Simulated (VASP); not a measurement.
Wanted: the native input for a VASP 6.6.1 run.

```
Task                   : single point
Functional             : r2SCAN
Potentials or basis    : VASP PAW PBE potentials, release 64 (Ga_d, As)
Cutoff                 : 520 eV
k mesh                 : 12 × 12 × 12
Occupations            : fermi-dirac, width 0.08 eV
Spin                   : no spin polarisation
Dipole correction      : no
Further INCAR settings : ALGO = Normal; EDIFF = 1e-07; NBANDS = 16
```

Crystal: GaAs.

```
Ga As
1.0
     2.83343    2.83343    0.00000
    -2.83343    2.83343    0.00000
     0.00000    2.83343    2.83343
Ga As
1 1
Direct
  0.00000 0.00000 0.00000
  0.75000 0.25000 0.50000
```

One way to write it, as run:

POSCAR

```
GaAs
1.0
    2.8334300943      2.8334300943      0.0000000000
   -2.8334300943      2.8334300943      0.0000000000
    0.0000000000      2.8334300943      2.8334300943
Ga As
1 1
Direct
    0.0000000000      0.0000000000      0.0000000000
    0.7500000000      0.2500000000      0.5000000000
```

INCAR.step1

```
PREC = Accurate ; ENCUT = 520
ISMEAR = -1 ; SIGMA = 0.08
LREAL = F ; LASPH = T
NELM = 60 ; NBANDS = 16
GGA = PE ; ALGO = Normal
EDIFF = 1E-4 ; LWAVE = T
LCHARG = F
```

INCAR.step2

```
PREC = Accurate ; ENCUT = 520
EDIFF = 1E-7 ; ISMEAR = -1
SIGMA = 0.08 ; LREAL = F
LASPH = T ; NELM = 60
ALGO = Normal ; ISIF = 2
LWAVE = F ; LCHARG = F
METAGGA = R2SCAN ; LMIXTAU = T
NBANDS = 16 ; ISTART = 1
```

KPOINTS

```
Automatic mesh
0
Gamma
  12 12 12
```

Potentials or basis: VASP PAW PBE potentials, release 64 (Ga_d, As).

Run with:

```bash
$ cat potpaw_PBE.64/Ga_d/POTCAR potpaw_PBE.64/As/POTCAR > POTCAR
$ cp INCAR.step1 INCAR
$ mpirun -np 1 vasp_std > vasp.out
$ cp INCAR.step2 INCAR
$ mpirun -np 1 vasp_std > vasp.out
```

Results of the run:

```
Pressure               : 0.1 GPa
Band gap on the k mesh : 0.94 eV
```

Caveat: the PAW data sets were made with another functional, which shifts forces and pressure a little.

Run time: 4.7 min on 1 thread of Intel Xeon 8259CL (shared host), peak memory 0.21 GiB.
